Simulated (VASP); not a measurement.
Input of a VASP 6.6.1 run:

INCAR

```
SYSTEM = PrScO
  PREC = Accurate
  ENCUT = 600
  EDIFF = 1E-6
  ISMEAR = 0
  SIGMA = 0.1
  LREAL = .FALSE.
  LASPH = .TRUE.
  NELM = 200
  ALGO = Normal
  ISIF = 2
  LWAVE = .FALSE.
  LCHARG = .FALSE.
  GGA = PE
  NBANDS = 37
  GGA_COMPAT = .FALSE.
  LMAXMIX = 6
```

KPOINTS

```
Automatic mesh
0
G
  4 4 4
  0 0 0
```

POSCAR

```
PrScO
1.0
   -2.8748752895      3.7695015414      2.8298037696
    2.8748752895     -3.7695015414      2.8298037696
    2.8748752895      3.7695015414     -2.8298037696
Pr Sc O
2 2 2
Direct
    0.5000000000      0.0000000000      0.5000000000
    0.0000000000      0.0000000000      0.0000000000
    0.2528185195      0.5028185195      0.7500000000
    0.7471814805      0.4971814805      0.2500000000
    0.0000000000      0.0000000000      0.5000000000
    0.0000000000      0.5000000000      0.0000000000
```

Potentials or basis: VASP PAW PBE potentials, release 64 (Pr_3, Sc_sv, O), 4f in core.

Launch:

```console
$ cat potpaw_PBE.64/Pr_3/POTCAR potpaw_PBE.64/Sc_sv/POTCAR potpaw_PBE.64/O/POTCAR > POTCAR
$ mpirun -np 1 vasp_std > vasp.out
```

Problem. What does it give for the largest force?

Solution. 0.047 eV/Å.

Problem. Estimate the band gap on the k mesh.

Solution. Zero (bands 28 and 29 overlap by 0.29 eV).

Problem. Estimate the pressure.

Solution. 0.3 GPa.

Forces on the atoms (eV/Å):
```
Pr   0.000  0.000  0.000
Pr   0.000  0.000  0.000
Sc   0.000  0.000  0.047
Sc   0.000  0.000 -0.047
O    0.000  0.000  0.000
O    0.000  0.000  0.000
```

Caveat: spin-orbit coupling is left out, which moves the levels of the heavy elements; the 4f electrons are frozen in the core, so they carry no moment and show no levels; the run has no spin polarisation, though such a crystal can be magnetic. With open d or f shells a metallic result of PBE can be an artefact of self-interaction; +U or a hybrid may open a gap.
